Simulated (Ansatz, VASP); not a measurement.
## Mo: VASP beside Ansatz

The input INCAR:

```
PREC = Accurate
ENCUT = 520
EDIFF = 1E-6
ISMEAR = 0
SIGMA = 0.15
LREAL = False
LASPH = True
NELM = 100
ALGO = Fast
ISIF = 2
LWAVE = False
LCHARG = True
GGA = PE
LELF = True
LVHAR = True
NBANDS = 13
```

The input KPOINTS:

```
Automatic mesh
0
Gamma
  20 20 20
```

Contents of POSCAR:

```
Mo
1.0
    0.0000000000      2.0150000000      1.9747000000
    2.0150000000      0.0000000000      1.9747000000
    2.0150000000      2.0150000000      0.0000000000
Mo
1
Direct
    0.0000000000      0.0000000000      0.0000000000
```

Input for Ansatz:

```yaml
crystal:
  lattice:
    - [0.0, 2.015, 1.9747]
    - [2.015, 0.0, 1.9747]
    - [2.015, 2.015, 0.0]
  atoms:
    - { symbol: Mo, position: [0.0, 0.0, 0.0] }
basis:
  ecutwfc: 420
kpoints:
  mp_grid: { grid: [20, 20, 20] }
hamiltonian:
  xc: pbe
scf:
  occupations: { method: gaussian, width: 0.15 }
output:
  forces: true
  stress: true
  eigenvalues: true
```

Change from the starting cell: strain -0.0200 x Voigt [0, 0, 1, 0, 0, 0], atoms carried along.

Alike in both runs: task single point; functional PBE; k mesh 20 × 20 × 20; occupations gaussian, width 0.15 eV; no spin polarisation.

|  | VASP | Ansatz |
| --- | --- | --- |
| version | VASP 6.6.1 | Ansatz 0.2.0 |
| potentials or method | VASP PAW PBE potentials, release 64 (Mo_sv), cutoff 520 eV | scalar-relativistic, plane waves, PAW |
| valence electrons in the cell | 14 | 14 |

|  | VASP | Ansatz | Ansatz less VASP |
| --- | --- | --- | --- |
| gap on the k mesh at the Fermi level (eV) | none | none | - |
| pressure (GPa) | 0.5 | 0.0 | -0.49 |
| traceless stress, the component that is largest in VASP (GPa) | -2.90 | -2.91 | -0.006 |

A gap of «none» marks a metal or a gap that the smearing closes. With one functional, cell and mesh, what is left measures potentials, basis and numerics.
